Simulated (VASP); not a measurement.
Set up this calculation in VASP 6.6.1, as the native input.

- Task: single point
- Functional: PBEsol
- Potentials or basis: VASP PAW PBE potentials, release 64 (Sc_sv)
- Cutoff: 520 eV
- k mesh: 18 × 18 × 10
- Occupations: gaussian, width 0.15 eV
- Spin: no spin polarisation
- Dipole correction: no
- Further INCAR settings: ALGO = Fast; EDIFF = 1e-06; NBANDS = 18

The structure of Sc lies in POSCAR:

```
Sc
1.0
    3.3087978973      0.0000000000      0.0000000000
   -1.6543989486      2.8655030350      0.0000000000
    0.0000000000      0.0000000000      5.2153200000
Sc
2
Direct
    0.3333333333      0.6666666667      0.2500000000
    0.6666666667      0.3333333333      0.7500000000
```

This cell differs from its parent crystal: strain -0.0100 x Voigt [0, 0, 1, 0, 0, 0].

One way to write it, as run:

INCAR

```
SYSTEM = Sc
PREC = Accurate ; ENCUT = 520
EDIFF = 1E-6 ; ISMEAR = 0
SIGMA = 0.15 ; LREAL = .False.
LASPH = .True. ; NELM = 100
ALGO = Fast ; ISIF = 2
LWAVE = .False. ; LCHARG = .True.
GGA = PS ; LELF = .True.
LVHAR = .True. ; NBANDS = 18
```

KPOINTS

```
Automatic mesh
0
Gamma
  18 18 10
  0 0 0
```

Potentials or basis: VASP PAW PBE potentials, release 64 (Sc_sv).

Command:

```bash
$ cat potpaw_PBE.64/Sc_sv/POTCAR > POTCAR
$ mpirun -np 1 vasp_std > vasp.out
```

It gave:

```
Pressure               : -2.3 GPa
Band gap on the k mesh : zero (bands 11 and 12 overlap by 1.42 eV)
```

Caveat: the cell differs from its parent crystal (strain -0.0100 x Voigt [0, 0, 1, 0, 0, 0]); the PAW data sets were made with another functional, which shifts forces and pressure a little.

Run time: 2.8 min on 1 thread of AMD EPYC 9R45 96-Core Processor (Zen 5), with other jobs on the host, peak memory 0.26 GiB.
